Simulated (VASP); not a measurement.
The system is SiC (Moissanite).

```
CELL_PARAMETERS angstrom
3.09637 0.00000 0.00000
-1.54819 2.68154 0.00000
0.00000 0.00000 5.08143
ATOMIC_POSITIONS crystal
Si 0.66667 0.33333 0.50000
Si 0.33333 0.66667 0.00000
C 0.66667 0.33333 0.88500
C 0.33333 0.66667 0.38500
```

Base run:

| Quantity | Value |
| --- | --- |
| Program | VASP 6.6.1 |
| Functional | r2SCAN |
| Dispersion | D3(BJ) |
| Potentials or basis | VASP PAW PBE potentials, release 64 (Si, C) |
| Cutoff | 520 eV |
| k mesh | 10 × 10 × 5 |
| Occupations | fermi-dirac, width 0.05 eV |
| Spin | no spin polarisation |

Its results: band gap on the k mesh 2.89 eV, indirect (least direct gap 4.54 eV); pressure -6.4 GPa; largest force 0.740 eV/Å.

Question: After a change of settings the same cell gave: band gap on the k mesh 2.35 eV, indirect (least direct gap 3.92 eV); pressure -7.3 GPa; largest force 0.720 eV/Å. Which change was it?
A. functional from r2SCAN to revPBE; dispersion from D3(BJ) to D4
B. functional from r2SCAN to BLYP; dispersion from D3(BJ) to D4
C. functional from r2SCAN to BLYP
D. functional from r2SCAN to PBEsol

Answer: D.

r2SCAN gives the wider gap, since meta-GGAs in the generalised Kohn-Sham scheme recover part of the derivative discontinuity.

Caveats: the PAW data sets were made with another functional, which shifts forces and pressure a little.
